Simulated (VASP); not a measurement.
# HfO2: single point with PBEsol

Crystal: HfO2.

```
Hf O
1.0
     0.00000    2.52509    2.52509
     2.52509    0.00000    2.52509
     2.52509    2.52509    0.00000
Hf O
1 2
Direct
  0.00000 0.00000 0.00000
  0.25000 0.25000 0.25000
  0.75000 0.75000 0.75000
```

```json
{
  "Program": "VASP 6.6.1",
  "Task": "single point",
  "Functional": "PBEsol",
  "Potentials or basis": "VASP PAW PBE potentials, release 64 (Hf_pv, O)",
  "Cutoff": "600 eV",
  "k mesh": "8 × 8 × 8",
  "Occupations": "gaussian, width 0.01 eV",
  "Spin": "no spin polarisation",
  "Dipole correction": "no",
  "Further INCAR settings": "ALGO = Normal; EDIFF = 1e-06; NBANDS = 18"
}
```

| Quantity | Value |
| --- | --- |
| Pressure | -4.9 GPa |
| Band gap on the k mesh | 3.70 eV, direct |

Levels at points of the mesh, in eV from the valence-band top:
```
           k point  band 7  band 8  band 9  band 10  band 11  band 12  band 13  band 14  band 15  band 16
(0.00, 0.00, 0.00)   -5.47   -5.47   -0.62    -0.62    -0.62     3.81     3.81     5.74    10.57    10.57
(0.50, 0.00, 0.00)   -4.42   -3.11   -2.80    -1.87    -1.87     4.56     4.56     7.06     8.88     9.49
(0.50, 0.50, 0.00)   -3.53   -3.53   -1.57    -1.57     0.00     3.70     5.49     6.70     8.24     8.24
```

It took 25 s on 1 thread of Intel Xeon 6975P-C, with other jobs on the host, peak memory 0.18 GiB.

Caveat: the PAW data sets were made with another functional, which shifts forces and pressure a little; spin-orbit coupling is left out, which moves the levels of the heavy elements. A k mesh can miss the band edges.
